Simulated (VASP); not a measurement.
# BP in VASP: settings compared

The runs below take BP through single point, with LDA, PBEsol, PBE.

Program: VASP 6.6.1. These are calculated values, not measurements. Logs are shortened: lines on timing, memory, paths and dates and some standing lists are left out, and cuts for length are marked.

### 1 The cell of the first run

Symmetry: F-43m, No. 216, cubic system. Conventional cell: a = 4.538 Å, b = 4.538 Å, c = 4.538 Å, α = 90.00°, β = 90.00°, γ = 90.00°. Within 2.6 Å of B (site symmetry -43m) lie 4 P at 1.97 Å. Within 2.6 Å of P (site symmetry -43m) lie 4 B at 1.97 Å.

### 2 Single point, LDA

The input, INCAR:

```
SYSTEM = BP
ALGO = Normal
EDIFF = 1E-7
ENCUT = 520
ISIF = 2
ISMEAR = -1
LASPH = .TRUE.
LCHARG = .FALSE.
LREAL = .FALSE.
LWAVE = .FALSE.
NBANDS = 11
NELM = 100
PREC = Accurate
SIGMA = 0.05
```

The input, KPOINTS:

```
k-points
0
G
  15 15 15
  0 0 0
```

The input, POSCAR:

```
BP
1.0
    0.0000000000      2.2690000000      2.2690000000
    2.2690000000      0.0000000000      2.2690000000
    2.2690000000      2.2690000000      0.0000000000
B P
1 1
Direct
    0.0000000000      0.0000000000      0.0000000000
    0.7500000000      0.7500000000      0.7500000000
```

Potentials or basis: VASP PAW LDA potentials, release 64 (B, P).

Command:

```console
$ cat potpaw_LDA.64/B/POTCAR potpaw_LDA.64/P/POTCAR > POTCAR
$ mpirun -np 1 vasp_std > vasp.out
```

OUTCAR:

```text
SYSTEM = BP
   EDIFF = 1E-7
   ENCUT = 520
   ISIF = 2
   ISMEAR = -1
   LASPH = .TRUE.
   LREAL = .FALSE.
   NELM = 100
   PREC = Accurate

 ion  position               nearest neighbor table
   1  0.000  0.000  0.000-   2 1.97   2 1.97   2 1.97   2 1.97
   2  0.750  0.750  0.750-   1 1.97   1 1.97   1 1.97   1 1.97

  LATTYP: Found a face centered cubic cell.
 ALAT       =     4.5380000000

  Lattice vectors:

 A1 = (   0.0000000000,   2.2690000000,   2.2690000000)
 A2 = (   2.2690000000,   0.0000000000,   2.2690000000)
 A3 = (   2.2690000000,   2.2690000000,   0.0000000000)

Analysis of symmetry for initial positions (statically):
=====================================================================
 Subroutine PRICEL returns:
 Original cell was already a primitive cell.

 Routine SETGRP: Setting up the symmetry group for a
 face centered cubic supercell.

 Subroutine GETGRP returns: Found 24 space group operations
 (whereof 24 operations were pure point group operations)
 out of a pool of 48 trial point group operations.

The static configuration has the point symmetry T_d .

Analysis of symmetry for dynamics (positions and initial velocities):
=====================================================================
 Subroutine PRICEL returns:
 Original cell was already a primitive cell.

 Routine SETGRP: Setting up the symmetry group for a
 face centered cubic supercell.

 Subroutine GETGRP returns: Found 24 space group operations
 (whereof 24 operations were pure point group operations)
 out of a pool of 48 trial point group operations.

The dynamic configuration has the point symmetry T_d .

 Subroutine INISYM returns: Found 24 space group operations
 (whereof 24 operations are pure point group operations),
 and found     1 'primitive' translations

----------------------------------------------------------------------------------------

                                     Primitive cell

  volume of cell :      23.3633

  direct lattice vectors                    reciprocal lattice vectors
     0.000000000  2.269000000  2.269000000    -0.220361393  0.220361393  0.220361393
     2.269000000  0.000000000  2.269000000     0.220361393 -0.220361393  0.220361393
     2.269000000  2.269000000  0.000000000     0.220361393  0.220361393 -0.220361393

  length of vectors
     3.208850573  3.208850573  3.208850573     0.381677128  0.381677128  0.381677128

  position of ions in fractional coordinates (direct lattice)
     0.000000000  0.000000000  0.000000000
     0.750000000  0.750000000  0.750000000

  ion indices of the primitive-cell ions
   primitive index   ion index
                 1           1
                 2           2

----------------------------------------------------------------------------------------

 KPOINTS: k-points

Automatic generation of k-mesh.
 Grid dimensions read from file:
 generate k-points for:   15   15   15

 Generating k-lattice:

  Cartesian coordinates                     Fractional coordinates (reciprocal lattice)
    -0.014690760  0.014690760  0.014690760     0.066666667  0.000000000  0.000000000
     0.014690760 -0.014690760  0.014690760     0.000000000  0.066666667  0.000000000
     0.014690760  0.014690760 -0.014690760     0.000000000  0.000000000  0.066666667

  Length of vectors
     0.025445142  0.025445142  0.025445142

  Shift w.r.t. Gamma in fractional coordinates (k-lattice)
     0.000000000  0.000000000  0.000000000

 Subroutine IBZKPT returns following result:
 ===========================================

 Found    120 irreducible k-points:

 Following reciprocal coordinates:
            Coordinates               Weight
  0.000000  0.000000  0.000000      1.000000
  0.066667  0.000000  0.000000      8.000000
  0.133333  0.000000  0.000000      8.000000
  0.200000  0.000000  0.000000      8.000000
  0.266667  0.000000  0.000000      8.000000
  0.333333  0.000000  0.000000      8.000000
[... 16 lines left out ...]
  0.133333  0.133333  0.000000      6.000000
  0.200000  0.133333  0.000000     24.000000
 [... further k-points ...]
   k-points           NKPTS =    120   k-points in BZ     NKDIM =    120   number of bands    NBANDS=     11
   number of dos      NEDOS =    301   number of ions     NIONS =      2
   total plane-waves  NPLWV =  13824
   dimension x,y,z NGX =    24 NGY =   24 NGZ =   24
   dimension x,y,z NGXF=    48 NGYF=   48 NGZF=   48
   ions per type =               1   1
   NGX,Y,Z   is equivalent  to a cutoff of  12.43, 12.43, 12.43 a.u.
   NGXF,Y,Z  is equivalent  to a cutoff of  24.87, 24.87, 24.87 a.u.
 SYSTEM =  BP
   PREC   = accura    normal or accurate (medium, high low for compatibility)
   ISTART =      0    job   : 0-new  1-cont  2-samecut
   ICHARG =      2    charge: 1-file 2-atom 10-const
   ISPIN  =      1    spin polarized calculation?
   LNONCOLLINEAR =      F non collinear calculations
   LSORBIT =      F    spin-orbit coupling
   LASPH  =      T    aspherical Exc in radial PAW
   ENCUT  =  520.0 eV  38.22 Ry    6.18 a.u.   5.97  5.97  5.97*2*pi/ulx,y,z
   NELM   =    100;   NELMIN=  2; NELMDL= -5     # of ELM steps
   EDIFF  = 0.1E-06   stopping-criterion for ELM
   LREAL  =      F    real-space projection
   EDIFFG = 0.1E-05   stopping-criterion for IOM
   NSW    =      0    number of steps for IOM
   IBRION =     -1    ionic relax: 0-MD 1-quasi-New 2-CG
   NFREE  =      0    steps in history (QN), initial steepest desc. (CG)
   ISIF   =      2    stress and relaxation
   ISYM   =      2    0-nonsym 1-usesym 2-fastsym
   POTIM  = 0.5000    time-step for ionic-motion
   TEBEG  =    0.0;   TEEND  =   0.0 temperature during run
   PSTRESS=    0.0 pullay stress
   NELECT =       8.0000    total number of electrons
   NUPDOWN=      -1.0000    fix difference up-down
   EMIN   =  10.00;   EMAX   =-10.00  energy-range for DOS
   EFERMI =   0.00;   METHOD = LEGACY
   ISMEAR =    -1;   SIGMA  =   0.05  broadening in eV -4-tet -1-fermi 0-gaus
   EFERMI_NEDOS =   21; number of points for ismear=-14 and -15
   IALGO  =     38    algorithm
   IMIX   =      4    mixing-type and parameters
     AMIX     =   0.40;   BMIX     =  1.00
     AMIX_MAG =   1.60;   BMIX_MAG =  1.00
  volume/ion in A,a.u.               =      11.68        78.83
  Fermi-wavevector in a.u.,A,eV,Ry     =   1.145320  2.164342 17.847562  1.311759
  Thomas-Fermi vector in A             =   2.282009
   LORBIT       =      0    0 simple, 1 ext, 2 COOP (PROOUT), +10 PAW based schemes
   GGA     = CA    functional components
   LHFCALC =     F    Hartree Fock is set to
   AEXX    =    0.0000 exact exchange contribution
   IVDW    =     0    specifies the selected vdW correction
   LEPSILON=     F    determine dielectric tensor
   LRPA    =     F    only Hartree local field effects (RPA)
 non-spin polarized calculation
  energy-cutoff  :      520.00
  volume of cell :       23.36
 maximum number of plane-waves:       639
   NGX = 11   NGY = 11   NGZ = 11

 number of electron       8.0000000 magnetization

 Free energy of the ion-electron system (eV)
  ---------------------------------------------------
  ext. energy  EPLUGINS =         0.00000000
  ---------------------------------------------------
  free energy    TOTEN  =       -14.38745780 eV

  energy without entropy =      -14.38745776  energy(sigma->0) =      -14.38745778

 E-fermi :   7.9875     XC(G=0): -11.0880

 val. band max:        7.4058119986   @ k =   0.0000   0.0000   0.0000
 cond. band min:       8.5935322254   @ k =   0.4000   0.4000   0.0000
 fundamental gap:      1.1877202268
 Fermi energy:         7.9875333396

 k-point     1 :       0.0000    0.0000    0.0000
  band No.  band energies     occupation
      1      -7.9843      2.00000
      2       7.4058      1.99998
      3       7.4058      1.99998
      4       7.4058      1.99998
      5      10.7844      0.00000
      6      10.7844      0.00000
      7      10.7844      0.00000
      8      14.7746      0.00000
      9      18.6626      0.00000
     10      19.5874      0.00000
     11      19.5874      0.00000

 k-point     2 :       0.0667    0.0000    0.0000
  band No.  band energies     occupation
      1      -7.9042      2.00000
      2       6.7598      2.00000
      3       7.2642      2.00000
      4       7.2642      2.00000
      5      10.9796      0.00000
      6      10.9796      0.00000
      7      11.0377      0.00000
      8      15.0072      0.00000
      9      18.9258      0.00000
     10      19.1973      0.00000
     11      19.1973      0.00000

 k-point     3 :       0.1333    0.0000    0.0000
  band No.  band energies     occupation
      1      -7.6650      2.00000
      2       5.3736      2.00000
      3       6.9331      2.00000
      4       6.9331      2.00000
      5      11.3330      0.00000
      6      11.4360      0.00000
      7      11.4360      0.00000
      8      15.6287      0.00000
      9      18.5684      0.00000
     10      18.5684      0.00000
     11      19.5802      0.00000

 k-point     4 :       0.2000    0.0000    0.0000
  band No.  band energies     occupation
      1      -7.2712      2.00000
      2       3.7833      2.00000
      3       6.5558      2.00000
      4       6.5558      2.00000
      5      11.4135      0.00000
      6      11.9053      0.00000
      7      11.9053      0.00000
      8      16.3940      0.00000
      9      18.2444      0.00000
     10      18.2444      0.00000
     11      20.1055      0.00000
[... 239 lines left out ...]
 k-point    22 :      -0.0667    0.0667    0.0000
  band No.  band energies     occupation
      1      -7.7710      2.00000
      2       6.1747      2.00000
      3       6.5561      2.00000
      4       7.2958      2.00000
      5      10.9963      0.00000
      6      11.2210      0.00000
      7      11.6013      0.00000
      8      15.3082      0.00000
      9      18.3643      0.00000
     10      19.2333      0.00000
     11      19.3407      0.00000

 k-point    23 :       0.1333    0.1333    0.0000
  band No.  band energies     occupation
      1      -7.5583      2.00000
      2       6.1112      2.00000
      3       6.1203      2.00000
      4       6.1203      2.00000
      5      10.0764      0.00000
      6      12.5312      0.00000
      7      12.5312      0.00000
      8      14.8729      0.00000
      9      17.7771      0.00000
     10      19.9888      0.00000
     11      20.0481      0.00000

 k-point    24 :       0.2000    0.1333    0.0000
  band No.  band energies     occupation
      1      -7.2683      2.00000
      2       4.8115      2.00000
      3       5.6990      2.00000
      4       6.0467      2.00000
      5      10.0768      0.00000
      6      13.0246      0.00000
      7      13.1723      0.00000
      8      14.4419      0.00000
      9      18.1282      0.00000
     10      20.0620      0.00000
     11      20.6998      0.00000

 [... further k-points ...]
[... 5 lines left out ...]
  --------------------------------------------------------------------------------------
  -------------------------------------------------------------------------------------
  Total       -0.7767831     -0.7767831     -0.7767831      0.0000000     -0.0000000     -0.0000000
  in kB      -53.2692839    -53.2692839    -53.2692839      0.0000000     -0.0000000     -0.0000000
  external PRESSURE =     -53.2692839 kB  Pullay stress =       0.0000000 kB

 VOLUME and BASIS-vectors are now :
 -----------------------------------------------------------------------------
  energy-cutoff  :      520.00
  volume of cell :       23.36
      direct lattice vectors                 reciprocal lattice vectors
     0.000000000  2.269000000  2.269000000    -0.220361393  0.220361393  0.220361393
     2.269000000  0.000000000  2.269000000     0.220361393 -0.220361393  0.220361393
     2.269000000  2.269000000  0.000000000     0.220361393  0.220361393 -0.220361393

 POSITION                                       TOTAL-FORCE (eV/Angst)
 -----------------------------------------------------------------------------------
      0.00000      0.00000      0.00000        -0.000000      0.000000     -0.000000
      3.40350      3.40350      3.40350         0.000000     -0.000000      0.000000
 -----------------------------------------------------------------------------------
    total drift:                               -0.000000     -0.000000     -0.000000

  FREE ENERGIE OF THE ION-ELECTRON SYSTEM (eV)
  ---------------------------------------------------
  free  energy   TOTEN  =       -14.3874577956 eV

  energy  without entropy=      -14.3874577574  energy(sigma->0) =      -14.38745778
```

It took 51 s on 1 thread of AMD EPYC 7R13, shared host; peak memory 0.11 GiB.

What came out:

```yaml
Free_energy: -14.3875 eV
Pressure: -5.3 GPa
Band_gap_on_the_k_mesh: 1.19 eV, indirect (least direct gap 3.38 eV)
```

A k mesh can miss the band edges. LDA gaps usually lie below the measured ones, often by a third to a half.

### 3 Single point, PBEsol

The input, INCAR:

```
SYSTEM = BP
ALGO = Normal ; EDIFF = 1E-7
ENCUT = 520 ; GGA = PS
ISIF = 2 ; ISMEAR = -1
LASPH = .TRUE. ; LCHARG = .FALSE.
LREAL = .FALSE. ; LWAVE = .FALSE.
NBANDS = 11 ; NELM = 60
PREC = Accurate ; SIGMA = 0.05
```

KPOINTS is that of step 2.

POSCAR is that of step 2.

Potentials or basis: VASP PAW PBE potentials, release 64 (B, P).

Command:

```console
$ cat potpaw_PBE.64/B/POTCAR potpaw_PBE.64/P/POTCAR > POTCAR
$ mpirun -np 1 vasp_std > vasp.out
```

Run time: 53 s. Hardware: 1 thread of AMD EPYC 7R13, shared host; peak memory 0.12 GiB.

The run converged. Its results:

* Free energy: -13.6726 eV
* Pressure: -1.9 GPa
* Band gap on the k mesh: 1.13 eV, indirect (least direct gap 3.36 eV)

Levels at points of the mesh, in eV from the valence-band top:
| k point | band 1 | band 2 | band 3 | band 4 | band 5 | band 6 | band 7 | band 8 |
| --- | --- | --- | --- | --- | --- | --- | --- | --- |
| (0.00, 0.00, 0.00) | -15.50 | 0.00 | 0.00 | 0.00 | 3.36 | 3.36 | 3.36 | 7.34 |

Caveat: the PAW data sets were made with another functional, which shifts forces and pressure a little. A hybrid or GW would open this gap; PBEsol tends to underestimate it.

### 4 Single point, PBE

The input, INCAR:

```
SYSTEM = BP
PREC = Accurate
ENCUT = 520
EDIFF = 1E-6
ISMEAR = -1
SIGMA = 0.05
LREAL = .False.
LASPH = .True.
NELM = 60
ALGO = Normal
ISIF = 2
LWAVE = .False.
LCHARG = .True.
GGA = PE
LELF = .True.
LVHAR = .True.
NBANDS = 11
```

The input, KPOINTS:

```
regular mesh
0
Gamma
  15 15 15
  0 0 0
```

POSCAR is that of step 3.

Command:

```console
$ cat potpaw_PBE.64/B/POTCAR potpaw_PBE.64/P/POTCAR > POTCAR
$ mpirun -np 1 vasp_std > vasp.out
```

It took 55 s on 1 thread of AMD EPYC 7R13, shared host; peak memory 0.12 GiB.

It converged, with:

| Item | Value |
| --- | --- |
| Free energy | -12.9308 eV |
| Pressure | 0.9 GPa |
| Band gap on the k mesh | 1.24 eV, indirect (least direct gap 3.40 eV) |

Levels at points of the mesh, in eV from the valence-band top:
| k point | band 1 | band 2 | band 3 | band 4 | band 5 | band 6 | band 7 | band 8 |
| --- | --- | --- | --- | --- | --- | --- | --- | --- |
| (0.00, 0.00, 0.00) | -15.46 | 0.00 | 0.00 | 0.00 | 3.40 | 3.40 | 3.40 | 7.37 |

A k mesh can miss the band edges. PBE gaps usually lie below the measured ones, often by a third to a half.

### 5 Single point, PBE (equal xx and yy strain of -2 %)

The input, INCAR:

```
ALGO = Normal ; EDIFF = 1E-7
ENCUT = 520 ; GGA = PE
ISIF = 2 ; ISMEAR = -1
LASPH = T ; LCHARG = T
LELF = T ; LREAL = F
LVHAR = T ; LWAVE = F
NBANDS = 11 ; NELM = 80
PREC = Accurate ; SIGMA = 0.05
```

The input, KPOINTS:

```
k-points
0
Gamma
  15 15 15
```

The input, POSCAR:

```
BP
1.0
    0.0000000000      2.2236200000      2.2690000000
    2.2236200000      0.0000000000      2.2690000000
    2.2236200000      2.2236200000      0.0000000000
B P
1 1
Direct
    0.0000000000      0.0000000000      0.0000000000
    0.7500000000      0.7500000000      0.7500000000
```

Command:

```console
$ cat potpaw_PBE.64/B/POTCAR potpaw_PBE.64/P/POTCAR > POTCAR
$ mpirun -np 1 vasp_std > vasp.out
```

Wall time 51 s (1 thread of Intel Xeon Platinum 8375C at 2.90GHz (Ice Lake), shared host); peak memory 0.18 GiB.

The run converged. Its results:

- Free energy: -12.8997 eV
- Pressure: 8.1 GPa
- Band gap on the k mesh: 1.03 eV, indirect (least direct gap 3.36 eV)

Stress tensor (GPa, compression positive):
```
10.02  0.00  0.00
 0.00 10.02  0.00
 0.00  0.00  4.26
```

Levels at points of the mesh, in eV from the valence-band top:
```tsv
k point	band 1	band 2	band 3	band 4	band 5	band 6	band 7	band 8	band 9
(0.00, 0.00, 0.00)	-15.89	-0.21	0.00	0.00	3.36	3.36	3.47	7.92	11.72
```

Caveat: the cell differs from its parent crystal (equal xx and yy strain of -2 %).

### 6 The runs side by side

```csv
level,potentials or basis,cell,gap on the mesh (eV),pressure (GPa)
LDA,"VASP PAW LDA potentials, release 64 (B, P)","a = 3.209 Å, angles 60.0°, 2 atoms",1.19,-5.3
PBEsol,"VASP PAW PBE potentials, release 64 (B, P)","a = 3.209 Å, angles 60.0°, 2 atoms",1.13,-1.9
PBE,"VASP PAW PBE potentials, release 64 (B, P)","a = 3.209 Å, angles 60.0°, 2 atoms",1.24,0.9
PBE,"VASP PAW PBE potentials, release 64 (B, P)","a = 3.177, b = 3.177, c = 3.145 Å, angles 60.3, 60.3, 59.3°, 2 atoms",1.03,8.1
```

Alike in all rows: task single point; no spin polarisation; k mesh 15 × 15 × 15; cutoff (eV) 520; smearing fermi-dirac 0.05 eV.

Caveats: the PAW data sets were made with another functional, which shifts forces and pressure a little (some runs).

Total energies depend on the potentials used, so only differences within one code and one set of settings carry meaning.
